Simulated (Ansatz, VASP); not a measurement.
## Two plane-wave programs on La3Hf

Contents of INCAR:

```
PREC = Accurate
ENCUT = 520
EDIFF = 1E-7
ISMEAR = -1
SIGMA = 0.1
LREAL = False
LASPH = True
NELM = 60
ALGO = Normal
ISIF = 2
LWAVE = False
LCHARG = False
GGA = PE
NBANDS = 30
```

File KPOINTS:

```
Automatic mesh
0
Gamma
  4 4 4
```

Contents of POSCAR:

```
La3Hf
1.0
    5.0451320000      0.0000000000      0.0000000000
    0.0000000000      5.0451320000      0.0000000000
    0.0000000000      0.0000000000      5.0451320000
La Hf
3 1
Direct
    0.0000000000      0.5000000000      0.5000000000
    0.5000000000      0.0000000000      0.5000000000
    0.5000000000      0.5000000000      0.0000000000
    0.0000000000      0.0000000000      0.0000000000
```

Input for Ansatz:

```yaml
crystal:
  lattice:
    - [5.045132, 0.0, 0.0]
    - [0.0, 5.045132, 0.0]
    - [0.0, 0.0, 5.045132]
  atoms:
    - { symbol: La, position: [0.0, 0.5, 0.5] }
    - { symbol: La, position: [0.5, 0.0, 0.5] }
    - { symbol: La, position: [0.5, 0.5, 0.0] }
    - { symbol: Hf, position: [0.0, 0.0, 0.0] }
kpoints:
  mp_grid:
    grid: [4, 4, 4]
hamiltonian:
  xc: pbe
scf:
  convergence:
    dr2_threshold: 1.0e-08
  occupations:
    method: fermi_dirac
output:
  forces: true
  stress: true
```

Alike in both runs: task single point; functional PBE; k mesh 4 × 4 × 4; no spin polarisation.

|  | VASP | Ansatz |
| --- | --- | --- |
| version | VASP 6.6.1 | Ansatz 0.2.0 |
| potentials or method | VASP PAW PBE potentials, release 64 (La, Hf_pv) | plane waves, PAW |
| plane-wave cutoff (eV) | 520 | 420 |
| occupations | fermi-dirac, width 0.1 eV | fermi-dirac |
| valence electrons in the cell | 43 | 59 |

|  | VASP | Ansatz | Ansatz less VASP |
| --- | --- | --- | --- |
| pressure (GPa) | 0.1 | 0.1 | +0.02 |

VASP's potentials hold 43 valence electrons a cell and Ansatz's 59, so a difference there can come from the potentials and not from the codes. Ansatz's warnings: stress scf threshold loose.

Spin-orbit coupling is off throughout.
